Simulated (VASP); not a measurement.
# Sn (P6/mmm) in VASP: further runs

The runs below take Sn through single point, with PBE.

Everything below comes from runs of VASP 6.6.1. Logs are shortened: lines on timing, memory, paths and dates and some standing lists are left out, and cuts for length are marked.

**1. The cell of the first run**

The structure is hexagonal, space group P6/mmm (No. 191). Conventional cell: a = 4.845 Å, b = 4.845 Å, c = 2.823 Å, α = 90.00°, β = 90.00°, γ = 120.00°. Sn (site symmetry 6/mmm) has 14 Sn at 2.82 to 3.13 Å within 3.7 Å. Within 3.7 Å of Sn (site symmetry -6m2) lie 11 Sn at 2.80 to 3.13 Å.

**2. Single point, PBE**

File INCAR:

```
PREC     = Accurate       # precision mode
ENCUT    = 520            # plane-wave cutoff, eV
EDIFF    = 1E-6           # SCF threshold, eV
ISMEAR   = -1             # smearing method
SIGMA    = 0.05           # smearing width, eV
LREAL    = False          # projectors in reciprocal space
LASPH    = True           # aspherical terms in the spheres
NELM     = 100            # most SCF steps
ALGO     = Normal         # electronic algorithm
ISIF     = 2              # what is computed and relaxed
LWAVE    = False          # write WAVECAR
LCHARG   = False          # write CHGCAR
GGA      = PE             # functional
NBANDS   = 28             # bands
```

File KPOINTS:

```
regular mesh
0
Gamma
  8 8 11
```

File POSCAR:

```
Sn
1.0
    4.8454125805      0.0000000000      0.0000000000
   -2.4227062903      4.1962503865      0.0000000000
    0.0000000000      0.0000000000      2.8225539640
Sn
3
Direct
    0.0000000000      0.0000000000      0.0000000000
    0.3333333333      0.6666666667      0.5000000000
    0.6666666667      0.3333333333      0.5000000000
```

Potentials or basis: VASP PAW PBE potentials, release 64 (Sn_d).

On the command line:

```console
cat potpaw_PBE.64/Sn_d/POTCAR > POTCAR
mpirun -np 1 vasp_std > vasp.out
```

OUTCAR:

```text
PREC = Accurate
   ENCUT = 520
   EDIFF = 1E-6
   ISMEAR = -1
   LREAL = False
   LASPH = True
   NELM = 100
   ISIF = 2
   GGA = PE

 ion  position               nearest neighbor table
   1  0.000  0.000  0.000-   2 3.13   3 3.13   2 3.13   3 3.13   2 3.13   2 3.13   3 3.13   3 3.13
                             3 3.13   3 3.13   2 3.13   2 3.13
   2  0.333  0.667  0.500-   3 2.80   3 2.80   3 2.80   1 3.13   1 3.13   1 3.13   1 3.13   1 3.13
                             1 3.13
   3  0.667  0.333  0.500-   2 2.80   2 2.80   2 2.80   1 3.13   1 3.13   1 3.13   1 3.13   1 3.13
                             1 3.13

  LATTYP: Found a hexagonal cell.
 ALAT       =     4.8454125805
 C/A-ratio  =     0.5825208725

  Lattice vectors:

 A1 = (   4.8454125805,   0.0000000000,   0.0000000000)
 A2 = (  -2.4227062903,   4.1962503865,   0.0000000000)
 A3 = (   0.0000000000,   0.0000000000,   2.8225539640)

Analysis of symmetry for initial positions (statically):
=====================================================================
 Subroutine PRICEL returns:
 Original cell was already a primitive cell.

 Routine SETGRP: Setting up the symmetry group for a
 hexagonal supercell.

 Subroutine GETGRP returns: Found 24 space group operations
 (whereof 24 operations were pure point group operations)
 out of a pool of 24 trial point group operations.

The static configuration has the point symmetry D_6h.

Analysis of symmetry for dynamics (positions and initial velocities):
=====================================================================
 Subroutine PRICEL returns:
 Original cell was already a primitive cell.

 Routine SETGRP: Setting up the symmetry group for a
 hexagonal supercell.

 Subroutine GETGRP returns: Found 24 space group operations
 (whereof 24 operations were pure point group operations)
 out of a pool of 24 trial point group operations.

The dynamic configuration has the point symmetry D_6h.

 Subroutine INISYM returns: Found 24 space group operations
 (whereof 24 operations are pure point group operations),
 and found     1 'primitive' translations

----------------------------------------------------------------------------------------

                                     Primitive cell

  volume of cell :      57.3898

  direct lattice vectors                    reciprocal lattice vectors
     4.845412580  0.000000000  0.000000000     0.206380774  0.119153996  0.000000000
    -2.422706290  4.196250387  0.000000000     0.000000000  0.238307991  0.000000000
     0.000000000  0.000000000  2.822553964     0.000000000  0.000000000  0.354289063

  length of vectors
     4.845412580  4.845412580  2.822553964     0.238307991  0.238307991  0.354289063

  position of ions in fractional coordinates (direct lattice)
     0.000000000  0.000000000  0.000000000
     0.333333333  0.666666667  0.500000000
     0.666666667  0.333333333  0.500000000

  ion indices of the primitive-cell ions
   primitive index   ion index
                 1           1
                 2           2
                 3           3

----------------------------------------------------------------------------------------

 KPOINTS: regular mesh

Automatic generation of k-mesh.
 Grid dimensions read from file:
 generate k-points for:    8    8   11

 Generating k-lattice:

  Cartesian coordinates                     Fractional coordinates (reciprocal lattice)
     0.025797597  0.014894249  0.000000000     0.125000000  0.000000000  0.000000000
     0.000000000  0.029788499  0.000000000     0.000000000  0.125000000  0.000000000
     0.000000000  0.000000000  0.032208097     0.000000000  0.000000000  0.090909091

  Length of vectors
     0.029788499  0.029788499  0.032208097

  Shift w.r.t. Gamma in fractional coordinates (k-lattice)
     0.000000000  0.000000000  0.000000000

 Subroutine IBZKPT returns following result:
 ===========================================

 Found     60 irreducible k-points:

 Following reciprocal coordinates:
            Coordinates               Weight
  0.000000  0.000000  0.000000      1.000000
  0.125000  0.000000  0.000000      6.000000
  0.250000  0.000000  0.000000      6.000000
  0.375000  0.000000  0.000000      6.000000
  0.500000  0.000000  0.000000      3.000000
  0.125000  0.125000  0.000000      6.000000
[... 16 lines left out ...]
  0.250000  0.000000  0.181818     12.000000
  0.375000  0.000000  0.181818     12.000000
 [... further k-points ...]
   k-points           NKPTS =     60   k-points in BZ     NKDIM =     60   number of bands    NBANDS=     28
   number of dos      NEDOS =    301   number of ions     NIONS =      3
   total plane-waves  NPLWV =  31104
   dimension x,y,z NGX =    36 NGY =   36 NGZ =   24
   dimension x,y,z NGXF=    72 NGYF=   72 NGZF=   48
   ions per type =               3
   NGX,Y,Z   is equivalent  to a cutoff of  12.35, 12.35, 14.14 a.u.
   NGXF,Y,Z  is equivalent  to a cutoff of  24.70, 24.70, 28.27 a.u.
 SYSTEM =  unknown system
   PREC   = accura    normal or accurate (medium, high low for compatibility)
   ISTART =      0    job   : 0-new  1-cont  2-samecut
   ICHARG =      2    charge: 1-file 2-atom 10-const
   ISPIN  =      1    spin polarized calculation?
   LNONCOLLINEAR =      F non collinear calculations
   LSORBIT =      F    spin-orbit coupling
   LASPH  =      T    aspherical Exc in radial PAW
   ENCUT  =  520.0 eV  38.22 Ry    6.18 a.u.   9.01  9.01  5.25*2*pi/ulx,y,z
   NELM   =    100;   NELMIN=  2; NELMDL= -5     # of ELM steps
   EDIFF  = 0.1E-05   stopping-criterion for ELM
   LREAL  =      F    real-space projection
   EDIFFG = 0.1E-04   stopping-criterion for IOM
   NSW    =      0    number of steps for IOM
   IBRION =     -1    ionic relax: 0-MD 1-quasi-New 2-CG
   NFREE  =      0    steps in history (QN), initial steepest desc. (CG)
   ISIF   =      2    stress and relaxation
   ISYM   =      2    0-nonsym 1-usesym 2-fastsym
   POTIM  = 0.5000    time-step for ionic-motion
   TEBEG  =    0.0;   TEEND  =   0.0 temperature during run
   PSTRESS=    0.0 pullay stress
   NELECT =      42.0000    total number of electrons
   NUPDOWN=      -1.0000    fix difference up-down
   EMIN   =  10.00;   EMAX   =-10.00  energy-range for DOS
   EFERMI =   0.00;   METHOD = LEGACY
   ISMEAR =    -1;   SIGMA  =   0.05  broadening in eV -4-tet -1-fermi 0-gaus
   EFERMI_NEDOS =   21; number of points for ismear=-14 and -15
   IALGO  =     38    algorithm
   IMIX   =      4    mixing-type and parameters
     AMIX     =   0.40;   BMIX     =  1.00
     AMIX_MAG =   1.60;   BMIX_MAG =  1.00
  volume/ion in A,a.u.               =      19.13       129.10
  Fermi-wavevector in a.u.,A,eV,Ry     =   1.475298  2.787909 29.613142  2.176505
  Thomas-Fermi vector in A             =   2.589964
   LORBIT       =      0    0 simple, 1 ext, 2 COOP (PROOUT), +10 PAW based schemes
   GGA     = PE    functional components
   LHFCALC =     F    Hartree Fock is set to
   AEXX    =    0.0000 exact exchange contribution
   IVDW    =     0    specifies the selected vdW correction
   LEPSILON=     F    determine dielectric tensor
   LRPA    =     F    only Hartree local field effects (RPA)
 non-spin polarized calculation
  energy-cutoff  :      520.00
  volume of cell :       57.39
 maximum number of plane-waves:      1563
 NGX is ok and might be reduce to    36
   NGX = 17   NGY = 17   NGZ = 11

 number of electron      41.9999988 magnetization

 Free energy of the ion-electron system (eV)
  ---------------------------------------------------
  ext. energy  EPLUGINS =         0.00000000
  ---------------------------------------------------
  free energy    TOTEN  =        -8.81053273 eV

  energy without entropy =       -8.79777889  energy(sigma->0) =       -8.80415581

 E-fermi :  13.1971     XC(G=0): -12.1190

 val. band max:       13.1871287180   @ k =   0.2500   0.1250   0.3636
 cond. band min:      13.2020347682   @ k =   0.0000   0.0000   0.1818
 fundamental gap:      0.0149060502
 Fermi energy:        13.1970696231

 k-point     1 :       0.0000    0.0000    0.0000
  band No.  band energies     occupation
      1      -9.1751      2.00000
      2      -9.0009      2.00000
      3      -8.8541      2.00000
      4      -8.7705      2.00000
      5      -8.7705      2.00000
      6      -8.6979      2.00000
[... 20 lines left out ...]
     27      25.1872      0.00000
     28      26.0000      0.00000

 k-point     2 :       0.1250    0.0000    0.0000
  band No.  band energies     occupation
      1      -9.1658      2.00000
      2      -9.0051      2.00000
      3      -8.8810      2.00000
      4      -8.7882      2.00000
      5      -8.7528      2.00000
      6      -8.7359      2.00000
[... 20 lines left out ...]
     27      24.9780      0.00000
     28      25.1731      0.00000

 k-point     3 :       0.2500    0.0000    0.0000
  band No.  band energies     occupation
      1      -9.1402      2.00000
      2      -9.0176      2.00000
      3      -8.9385      2.00000
      4      -8.8381      2.00000
      5      -8.8105      2.00000
      6      -8.7614      2.00000
[... 20 lines left out ...]
     27      23.5908      0.00000
     28      24.7254      0.00000

 k-point     4 :       0.3750    0.0000    0.0000
  band No.  band energies     occupation
      1      -9.1033      2.00000
      2      -9.0351      2.00000
      3      -9.0014      2.00000
      4      -8.8782      2.00000
      5      -8.8427      2.00000
      6      -8.7757      2.00000
[... 20 lines left out ...]
     27      22.7302      0.00000
     28      23.9583      0.00000

 k-point     5 :       0.5000    0.0000    0.0000
  band No.  band energies     occupation
      1      -9.0675      2.00000
      2      -9.0533      2.00000
      3      -9.0366      2.00000
      4      -8.8922      2.00000
      5      -8.8524      2.00000
      6      -8.7810      2.00000
[... 20 lines left out ...]
     27      22.4283      0.00000
     28      23.3070      0.00000

 k-point     6 :       0.1250    0.1250    0.0000
  band No.  band energies     occupation
      1      -9.1484      2.00000
      2      -9.0134      2.00000
      3      -8.9187      2.00000
      4      -8.8360      2.00000
      5      -8.7856      2.00000
      6      -8.7614      2.00000
[... 463 lines left out ...]
      5      -8.7420      2.00000
      6      -8.7420      2.00000
[... 20 lines left out ...]
     27      22.1569      0.00000
     28      22.7311      0.00000

 k-point    22 :       0.1250    0.0000    0.1818
  band No.  band energies     occupation
      1      -8.9812      2.00000
      2      -8.8420      2.00000
      3      -8.8141      2.00000
      4      -8.8018      2.00000
      5      -8.7923      2.00000
      6      -8.7814      2.00000
[... 20 lines left out ...]
     27      22.3613      0.00000
     28      23.3260      0.00000

 k-point    23 :       0.2500    0.0000    0.1818
  band No.  band energies     occupation
      1      -8.9736      2.00000
      2      -8.8816      2.00000
      3      -8.8638      2.00000
      4      -8.8293      2.00000
      5      -8.7920      2.00000
      6      -8.7561      2.00000
[... 20 lines left out ...]
     27      20.5871      0.00000
     28      21.8040      0.00000

 k-point    24 :       0.3750    0.0000    0.1818
  band No.  band energies     occupation
      1      -8.9671      2.00000
      2      -8.9020      2.00000
      3      -8.8980      2.00000
      4      -8.8631      2.00000
      5      -8.7819      2.00000
      6      -8.7325      2.00000
[... 20 lines left out ...]
     27      19.5962      0.00000
     28      20.9131      0.00000

 [... further k-points ...]

------------------------ aborting loop because EDIFF is reached ----------------------------------------

  FORCE on cell =-STRESS in cart. coord.  units (eV):
  Direction    XX          YY          ZZ          XY          YZ          ZX
  --------------------------------------------------------------------------------------
  -------------------------------------------------------------------------------------
  Total       15.7463135     15.7463135     15.7360753     -0.0000000      0.0000000     -0.0000000
  in kB      439.5973492    439.5973492    439.3115251     -0.0000000      0.0000000     -0.0000000
  external PRESSURE =     439.5020745 kB  Pullay stress =       0.0000000 kB

 VOLUME and BASIS-vectors are now :
 -----------------------------------------------------------------------------
  energy-cutoff  :      520.00
  volume of cell :       57.39
      direct lattice vectors                 reciprocal lattice vectors
     4.845412580  0.000000000  0.000000000     0.206380774  0.119153996  0.000000000
    -2.422706290  4.196250387  0.000000000     0.000000000  0.238307991  0.000000000
     0.000000000  0.000000000  2.822553964     0.000000000  0.000000000  0.354289063

 POSITION                                       TOTAL-FORCE (eV/Angst)
 -----------------------------------------------------------------------------------
      0.00000      0.00000      0.00000        -0.000000      0.000000     -0.000000
     -0.00000      2.79750      1.41128        -0.000000     -0.000000      0.000000
      2.42271      1.39875      1.41128         0.000000      0.000000     -0.000000
 -----------------------------------------------------------------------------------
    total drift:                                0.000000      0.000000     -0.000000

  FREE ENERGIE OF THE ION-ELECTRON SYSTEM (eV)
  ---------------------------------------------------
  free  energy   TOTEN  =        -8.8105327329 eV

  energy  without entropy=       -8.7977788921  energy(sigma->0) =       -8.80415581
```

Wall time 42 s (1 thread of AMD EPYC 9R45 (Zen 5), shared host); peak memory 0.19 GiB.

What came out:

| Item | Value |
| --- | --- |
| Free energy | -8.8105 eV |
| Pressure | 44.0 GPa |
| Band gap on the k mesh | zero (band 21 reaches 15.27 eV, above the bottom of band 22 at 9.19 eV) |

Levels at points of the mesh, in eV from the Fermi level:
| k point | band 19 | band 20 | band 21 | band 22 | band 23 | band 24 |
| --- | --- | --- | --- | --- | --- | --- |
| (0.00, 0.00, 0.00) | -4.07 | -4.07 | -4.01 | -4.01 | 4.71 | 8.96 |
| (0.50, 0.00, 0.00) | -6.71 | 1.72 | 1.79 | 2.89 | 2.95 | 4.92 |

Caveat: spin-orbit coupling is left out, which moves the levels of the heavy elements.

**3. Single point, PBE**

File INCAR:

```
PREC = Accurate
ENCUT = 520
EDIFF = 1E-6
ISMEAR = -1
SIGMA = 0.05
LREAL = False
LASPH = True
NELM = 100
ALGO = Normal
ISIF = 2
LWAVE = False
LCHARG = False
GGA = PE
NBANDS = 28
```

File KPOINTS:

```
Automatic mesh
0
Gamma
  8 8 11
```

File POSCAR:

```
Sn
1.0
    4.8452238328      0.0000000000      0.0000000000
   -2.4226119164      4.1960869262      0.0000000000
    0.0000000000      0.0000000000      2.8222736404
Sn
3
Direct
    0.0000000000      0.0000000000      0.0000000000
    0.3333333333      0.6666666667      0.5000000000
    0.6666666667      0.3333333333      0.5000000000
```

Potentials or basis: VASP PAW PBE potentials, release 64 (Sn_d).

On the command line:

```console
cat potpaw_PBE.64/Sn_d/POTCAR > POTCAR
mpirun -np 1 vasp_std > vasp.out
```

It took 40 s on 1 thread of AMD EPYC 9R45 (Zen 5), shared host; peak memory 0.19 GiB.

It converged, with:

```
Free energy            : -8.8077 eV
Pressure               : 44.0 GPa
Band gap on the k mesh : zero (band 21 reaches 15.28 eV, above the bottom of band 22 at 9.19 eV)
```

Levels at points of the mesh, in eV from the Fermi level:
| k point | band 17 | band 18 | band 19 | band 20 | band 21 | band 22 | band 23 | band 24 | band 25 | band 26 |
| --- | --- | --- | --- | --- | --- | --- | --- | --- | --- | --- |
| (0.00, 0.00, 0.00) | -5.78 | -5.54 | -4.07 | -4.07 | -4.01 | -4.01 | 4.71 | 8.96 | 11.01 | 11.01 |
| (0.50, 0.00, 0.00) | -11.83 | -7.27 | -6.71 | 1.72 | 1.79 | 2.89 | 2.95 | 4.92 | 7.40 | 7.45 |

Caveat: spin-orbit coupling is left out, which moves the levels of the heavy elements.
